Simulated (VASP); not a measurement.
# GaS5 (P-62m) in VASP: notebook, part 2 of 2

VASP 6.6.1. Earlier steps stand in the parts before.

## 4. Single point, PBE

This run uses another cell than the first one, of 27.45 Å³/atom, 1.548 times its volume.

File INCAR:

```
ALGO = Normal
EDIFF = 1E-6
ENCUT = 520
GGA = PE
ISIF = 2
ISMEAR = 0
LASPH = T
LCHARG = F
LREAL = F
LWAVE = F
NBANDS = 30
NELM = 80
PREC = Accurate
SIGMA = 0.1
```

File KPOINTS:

```
k-points
0
Gamma
  3 3 4
```

File POSCAR:

```
GaS5
1.0
    5.9578516800      0.0000000000      0.0000000000
   -2.9789258400      5.1596509100      0.0000000000
    0.0000000000      0.0000000000      5.3572955600
Ga S
1 5
Direct
    0.0000000000      0.0000000000      0.5000000000
    0.0000000000      0.3345335700      0.0000000000
    0.6654664300      0.6654664300      0.0000000000
    0.3345335700      0.0000000000      0.0000000000
    0.6666666700      0.3333333300      0.5000000000
    0.3333333300      0.6666666700      0.5000000000
```

Potentials or basis: VASP PAW PBE potentials, release 64 (Ga_d, S).

Started as:

```bash
$ cat potpaw_PBE.64/Ga_d/POTCAR potpaw_PBE.64/S/POTCAR > POTCAR
$ mpirun -np 1 vasp_std > vasp.out
```

OUTCAR:

```text
EDIFF = 1E-6
   ENCUT = 520
   GGA = PE
   ISIF = 2
   ISMEAR = 0
   LASPH = T
   LREAL = F
   NELM = 80
   PREC = Accurate

 ion  position               nearest neighbor table
   1  0.000  0.000  0.500-
   2  0.000  0.335  0.000-
   3  0.665  0.665  0.000-
   4  0.335  0.000  0.000-
   5  0.667  0.333  0.500-
   6  0.333  0.667  0.500-

  LATTYP: Found a hexagonal cell.
 ALAT       =     5.9578516800
 C/A-ratio  =     0.8991992161

  Lattice vectors:

 A1 = (   5.9578516800,   0.0000000000,   0.0000000000)
 A2 = (  -2.9789258400,   5.1596509100,   0.0000000000)
 A3 = (   0.0000000000,   0.0000000000,   5.3572955600)

Analysis of symmetry for initial positions (statically):
=====================================================================
 Subroutine PRICEL returns:
 Original cell was already a primitive cell.
[... 159 lines left out ...]
  free energy    TOTEN  =       -14.60704823 eV

  energy without entropy =      -14.54304615  energy(sigma->0) =      -14.57504719

 E-fermi :   1.2780     XC(G=0):  -8.7255

 val. band max:        1.2676720031   @ k =   0.3333   0.3333   0.5000
 cond. band min:       1.2849078825   @ k =   0.3333   0.0000   0.0000
 fundamental gap:      0.0172358794
 Fermi energy:         1.2780482698

 k-point     1 :       0.0000    0.0000    0.0000
  band No.  band energies     occupation
      1     -12.7062      2.00000
      2     -12.7062      2.00000
      3     -12.7003      2.00000
      4     -12.6989      2.00000
      5     -12.6989      2.00000
      6     -11.2432      2.00000
[... 286 lines left out ...]
     29       5.8460      0.00000
     30       9.5016      0.00000

------------------------ aborting loop because EDIFF is reached ----------------------------------------

  FORCE on cell =-STRESS in cart. coord.  units (eV):
  Direction    XX          YY          ZZ          XY          YZ          ZX
  --------------------------------------------------------------------------------------
  -------------------------------------------------------------------------------------
  Total       -9.4640840     -9.4640840    -13.4191665      0.0000000      0.0000000      0.0000000
  in kB      -92.0732672    -92.0732673   -130.5510927      0.0000000      0.0000000      0.0000000
  external PRESSURE =    -104.8992091 kB  Pullay stress =       0.0000000 kB

 VOLUME and BASIS-vectors are now :
 -----------------------------------------------------------------------------
  energy-cutoff  :      520.00
  volume of cell :      164.69
      direct lattice vectors                 reciprocal lattice vectors
     5.957851680  0.000000000  0.000000000     0.167845736  0.096905781  0.000000000
    -2.978925840  5.159650910  0.000000000     0.000000000  0.193811562  0.000000000
     0.000000000  0.000000000  5.357295560     0.000000000  0.000000000  0.186661346

 POSITION                                       TOTAL-FORCE (eV/Angst)
 -----------------------------------------------------------------------------------
      0.00000      0.00000      2.67865         0.000000      0.000000      0.000000
     -0.99655      1.72608      0.00000        -0.116237      0.201328      0.000000
      1.98238      3.43357      0.00000        -0.116237     -0.201328      0.000000
      1.99310      0.00000      0.00000         0.232474      0.000000      0.000000
      2.97893      1.71988      2.67865        -0.000000      0.000000      0.000000
     -0.00000      3.43977      2.67865         0.000000      0.000000      0.000000
 -----------------------------------------------------------------------------------
    total drift:                                0.000000      0.000000      0.000000

  FREE ENERGIE OF THE ION-ELECTRON SYSTEM (eV)
  ---------------------------------------------------
  free  energy   TOTEN  =       -14.6070482283 eV

  energy  without entropy=      -14.5430461451  energy(sigma->0) =      -14.57504719
```

Wall time 25 s (1 thread of Intel Xeon 6975P-C (Granite Rapids), shared host); peak memory 0.28 GiB.

Results:

```yaml
Free_energy: -14.6070 eV
Pressure: -10.5 GPa
Largest_force: 0.232 eV/Å
```

Forces on the atoms (eV/Å):
```
Ga   0.000  0.000  0.000
S   -0.116  0.201  0.000
S   -0.116 -0.201  0.000
S    0.232  0.000  0.000
S    0.000  0.000  0.000
S    0.000  0.000  0.000
```

Caveat: the k points lie up to 0.41 Å⁻¹ apart.

## 5. Single point, PBE

File INCAR:

```
SYSTEM = GaS5
PREC = Accurate ; ENCUT = 520
EDIFF = 1E-6 ; ISMEAR = 0
SIGMA = 0.1 ; LREAL = .False.
LASPH = .True. ; NELM = 60
ALGO = Normal ; ISIF = 2
LWAVE = .False. ; LCHARG = .True.
GGA = PE ; LELF = .True.
LVHAR = .True. ; NBANDS = 30
```

File KPOINTS:

```
regular mesh
0
Gamma
  6 6 12
  0 0 0
```

File POSCAR:

```
GaS5
1.0
    5.9737814613      0.0000000000      0.0000000000
   -2.9868907307      5.1734465021      0.0000000000
    0.0000000000      0.0000000000      3.4362850569
Ga S
1 5
Direct
    0.0000000000      0.0000000000      0.5000000000
    0.0000000000      0.3335155292      0.0000000000
    0.6664844708      0.6664844708      0.0000000000
    0.3335155292      0.0000000000      0.0000000000
    0.6666666667      0.3333333333      0.5000000000
    0.3333333333      0.6666666667      0.5000000000
```

Started as:

```bash
$ cat potpaw_PBE.64/Ga_d/POTCAR potpaw_PBE.64/S/POTCAR > POTCAR
$ mpirun -np 1 vasp_std > vasp.out
```

Wall time 79 s (1 thread of Intel Xeon 6975P-C (Granite Rapids), shared host); peak memory 0.31 GiB.

Results (log left out):

```
Free energy   : -20.3754 eV
Pressure      : -0.1 GPa
Largest force : 0.009 eV/Å
```

Forces in eV/Å, atoms in the order of the input:
```
Ga   0.000  0.000  0.000
S   -0.005  0.008  0.000
S   -0.005 -0.008  0.000
S    0.009  0.000  0.000
S    0.000  0.000  0.000
S    0.000  0.000  0.000
```

Levels at points of the mesh, in eV from the Fermi level:
```csv
k point,band 19,band 20,band 21,band 22,band 23,band 24,band 25,band 26
"(0.00, 0.00, 0.00)",-1.52,-1.15,-0.34,-0.34,1.12,1.12,1.15,1.93
"(0.50, 0.00, 0.00)",-1.95,-1.86,-0.02,0.67,0.74,1.23,1.79,2.03
"(0.00, 0.00, 0.50)",-3.24,-0.86,-0.86,0.17,0.76,0.76,1.33,3.17
"(0.50, 0.00, 0.50)",-2.09,-1.92,-1.82,-0.50,-0.36,1.31,1.84,2.41
```

## 6. Relaxation of cell and atoms, PBE

File INCAR:

```
  ALGO = Normal
  EDIFF = 1E-6
  EDIFFG = -0.04
  ENCUT = 600
  GGA = PE
  IBRION = 2
  ISIF = 3
  ISMEAR = 0
  LASPH = True
  LCHARG = False
  LREAL = False
  LWAVE = False
  NELM = 60
  NSW = 90
  PREC = Accurate
  SIGMA = 0.1
```

File KPOINTS:

```
k-points
0
Gamma
  3 3 6
```

File POSCAR:

```
GaS5
1.0
    6.0058411785      0.0000000000      0.0000000000
   -3.0029205893      5.2012110317      0.0000000000
    0.0000000000      0.0000000000      3.4059788008
Ga S
1 5
Direct
    0.0000000000      0.0000000000      0.5000000000
    0.0000000000      0.3172379636      0.0000000000
    0.6827620364      0.6827620364      0.0000000000
    0.3172379636      0.0000000000      0.0000000000
    0.6666666667      0.3333333333      0.5000000000
    0.3333333333      0.6666666667      0.5000000000
```

Potentials or basis: VASP PAW PBE potentials, release 64 (Ga_d, S).

Started as:

```bash
$ cat potpaw_PBE.64/Ga_d/POTCAR potpaw_PBE.64/S/POTCAR > POTCAR
$ mpirun -np 1 vasp_std > vasp.out
```

It took 71 s on 1 thread of Intel Xeon 6975P-C (Granite Rapids), shared host; peak memory 0.26 GiB.

It converged, with:

| Quantity | Value |
| --- | --- |
| Free energy | -20.5045 eV |
| Relaxed volume | 17.60 Å³/atom |
| Relaxed cell | a = 5.950 Å, b = 5.950 Å, c = 3.445 Å, α = 90.00°, β = 90.00°, γ = 120.00° |
| Space group after relaxing (to 0.05 Å) | P-62m (No. 189) |
| Energy gained by relaxing | 11.4 meV/atom |
| Ionic steps | 5 |
| Pressure after relaxing | -0.2 GPa |
| Largest force after relaxing | 0.011 eV/Å |

Forces in eV/Å, atoms in the order of the input:
```
Ga   0.000  0.000  0.000
S   -0.005  0.009  0.000
S   -0.005 -0.009  0.000
S    0.011  0.000  0.000
S    0.000  0.000  0.000
S    0.000  0.000  0.000
```

Stress tensor (GPa, compression positive):
```
-0.15  0.00  0.00
 0.00 -0.15  0.00
 0.00  0.00 -0.28
```

Step by step:
| step | energy change (eV) | largest force (eV/Å) | pressure (GPa) | volume (Å³) |
| --- | --- | --- | --- | --- |
| 1 | 0.0000 | 0.3469 | -0.35 | 106.39 |
| 2 | -0.0220 | 0.3122 | -0.16 | 105.80 |
| 3 | -0.0517 | 0.1647 | 0.54 | 104.05 |
| 4 | -0.0660 | 0.0672 | 0.07 | 104.99 |
| 5 | -0.0686 | 0.0108 | -0.19 | 105.63 |

Final structure:
```
Ga S
1.0
     5.94975    0.00000    0.00000
    -2.97488    5.15264    0.00000
     0.00000    0.00000    3.44541
Ga S
1 5
Direct
  0.00000 0.00000 0.50000
  0.00000 0.33571 0.00000
  0.66429 0.66429 0.00000
  0.33571 0.00000 0.00000
  0.66667 0.33333 0.50000
  0.33333 0.66667 0.50000
```

Levels at points of the mesh, in eV from the Fermi level:
| k point | band 19 | band 20 | band 21 | band 22 | band 23 | band 24 |
| --- | --- | --- | --- | --- | --- | --- |
| (0.00, 0.00, 0.00) | -1.52 | -1.15 | -0.34 | -0.34 | 1.19 | 1.19 |
| (0.00, 0.00, 0.50) | -3.25 | -0.80 | -0.80 | 0.28 | 0.84 | 0.84 |

Caveat: the k points lie up to 0.41 Å⁻¹ apart in the final cell.

## 7. Relaxation of cell and atoms, PBE

This run uses another cell than the first one, of 27.45 Å³/atom, 1.548 times its volume.

File INCAR:

```
SYSTEM = GaS5
ALGO     = Normal         ! electronic algorithm
EDIFF    = 1E-7           ! SCF threshold, eV
EDIFFG   = -0.04          ! ionic threshold
ENCUT    = 600            ! plane-wave cutoff, eV
GGA      = PE             ! functional
IBRION   = 2              ! ionic algorithm
ISIF     = 3              ! what is computed and relaxed
ISMEAR   = 0              ! smearing method
LASPH    = .True.         ! aspherical terms in the spheres
LCHARG   = .False.        ! write CHGCAR
LREAL    = .False.        ! projectors in reciprocal space
LWAVE    = .False.        ! write WAVECAR
NELM     = 100            ! most SCF steps
NSW      = 90             ! ionic steps
PREC     = Accurate       ! precision mode
SIGMA    = 0.1            ! smearing width, eV
```

File KPOINTS:

```
k-points
0
Gamma
  3 3 4
  0 0 0
```

File POSCAR:

```
GaS5
1.0
    5.9578516800      0.0000000000      0.0000000000
   -2.9789258400      5.1596509100      0.0000000000
    0.0000000000      0.0000000000      5.3572955600
Ga S
1 5
Direct
    0.0000000000      0.0000000000      0.5000000000
    0.0000000000      0.3345335700      0.0000000000
    0.6654664300      0.6654664300      0.0000000000
    0.3345335700      0.0000000000      0.0000000000
    0.6666666700      0.3333333300      0.5000000000
    0.3333333300      0.6666666700      0.5000000000
```

Started as:

```bash
$ cat potpaw_PBE.64/Ga_d/POTCAR potpaw_PBE.64/S/POTCAR > POTCAR
$ mpirun -np 1 vasp_std > vasp.out
```

Run time: 9.6 min. Hardware: 1 thread of Intel Xeon 6975P-C (Granite Rapids), shared host; peak memory 0.38 GiB.

Results (log left out):

| Property | Result |
| --- | --- |
| Free energy | -20.3145 eV |
| Relaxed volume | 17.75 Å³/atom |
| Relaxed cell | a = 6.011 Å, b = 6.011 Å, c = 3.403 Å, α = 90.00°, β = 90.00°, γ = 120.00° |
| Space group after relaxing (to 0.05 Å) | P-62m (No. 189) |
| Energy gained by relaxing | 951.4 meV/atom |
| Ionic steps | 24 |
| Pressure after relaxing | -0.1 GPa |
| Largest force after relaxing | 0.008 eV/Å |

Forces in eV/Å, atoms in the order of the input:
```
Ga   0.000  0.000  0.000
S   -0.004  0.007  0.000
S   -0.004 -0.007  0.000
S    0.008  0.000  0.000
S    0.000  0.000  0.000
S    0.000  0.000  0.000
```

Stress tensor (GPa, compression positive):
```
-0.05  0.00  0.00
 0.00 -0.05  0.00
 0.00  0.00 -0.22
```

Step by step:
```csv
step,energy change (eV),largest force (eV/Å),pressure (GPa),volume (Å³)
1,0.0000,0.2327,-10.47,164.69
2,-2.7102,0.4085,-9.40,125.48
3,8.0532,0.9879,153.43,54.45
4,-3.3752,0.4075,-6.67,113.75
5,-3.7677,0.3760,5.52,93.28
6,-3.8082,0.3598,0.92,98.84
7,-4.6597,0.3578,3.22,94.76
8,-2.0304,1.4237,43.18,78.64
9,-4.9974,0.0966,10.57,90.41
10,-5.3718,0.1836,6.34,96.10
11,-5.5254,0.4414,2.51,103.39
12,-5.5765,0.3088,0.35,105.52
13,-5.5811,0.2510,-0.51,106.44
14,-5.5916,0.2381,-0.37,106.10
15,-5.6187,0.2059,0.14,105.09
16,-5.6485,0.0622,1.47,103.10
17,-5.6556,0.0372,1.41,103.26
18,-5.6728,0.0201,1.16,103.74
19,-5.6832,0.2286,0.97,104.69
20,-5.6852,0.1530,0.98,104.39
21,-5.6947,0.1162,0.64,104.98
22,-5.7071,0.0191,-0.34,106.74
23,-5.7071,0.0152,-0.38,106.82
24,-5.7081,0.0083,-0.11,106.49
```

Final structure:
```
Ga S
1.0
     6.01150    0.00000    0.00000
    -3.00575    5.20611    0.00000
     0.00000    0.00000    3.40257
Ga S
1 5
Cartesian
  0.0000 0.0000 1.7013
  5.0571 1.6530 0.0000
  2.0514 3.5531 0.0000
  1.9087 0.0000 0.0000
  3.0057 1.7354 1.7013
  0.0000 3.4707 1.7013
```

Levels at points of the mesh, in eV from the Fermi level:
```tsv
k point	band 19	band 20	band 21	band 22	band 23	band 24	band 25
(0.00, 0.00, 0.00)	-1.35	-0.99	-0.12	-0.12	0.79	0.90	0.90
(0.00, 0.00, 0.50)	-3.14	-0.89	-0.89	-0.04	0.55	0.55	1.61
```

Caveat: the k points lie up to 0.46 Å⁻¹ apart in the final cell; the volume moved by over 15 % at a fixed basis, so the end points are rough.

## 8. The runs side by side

| task | cell | k mesh | cutoff (eV) | gap on the mesh (eV) | pressure (GPa) | relaxed volume (Å³/atom) | largest force (eV/Å) |
| --- | --- | --- | --- | --- | --- | --- | --- |
| single point | a = 6.006, b = 6.006, c = 3.406 Å, angles 90.0, 90.0, 120.0°, 6 atoms | 3 × 3 × 4 | 520 | none | -0.1 | - | 0.02 |
| single point | a = 5.953, b = 5.953, c = 3.447 Å, angles 90.0, 90.0, 120.0°, 6 atoms | 3 × 3 × 6 | 520 | none | -0.3 | - | 0.01 |
| single point | a = 5.958, b = 5.958, c = 5.357 Å, angles 90.0, 90.0, 120.0°, 6 atoms | 3 × 3 × 4 | 520 | none | -10.5 | - | 0.23 |
| single point | a = 5.974, b = 5.974, c = 3.436 Å, angles 90.0, 90.0, 120.0°, 6 atoms | 6 × 6 × 12 | 520 | none | -0.1 | - | 0.01 |
| relaxation of cell and atoms | relaxed from a = 6.006, b = 6.006, c = 3.406 Å, angles 90.0, 90.0, 120.0°, 6 atoms | 3 × 3 × 6 | 600 | none | -0.2 | 17.60 | 0.01 |
| relaxation of cell and atoms | relaxed from a = 5.958, b = 5.958, c = 5.357 Å, angles 90.0, 90.0, 120.0°, 6 atoms | 3 × 3 × 4 | 600 | none | -0.1 | 17.75 | 0.01 |

Alike in all rows: level PBE; potentials or basis VASP PAW PBE potentials, release 64 (Ga_d, S); no spin polarisation; smearing gaussian 0.1 eV.

Caveats: some runs use coarse meshes; the volume moved by over 15 % at a fixed basis, so the end points are rough (some runs).

Total energies depend on the potentials used, so only differences within one code and one set of settings carry meaning.
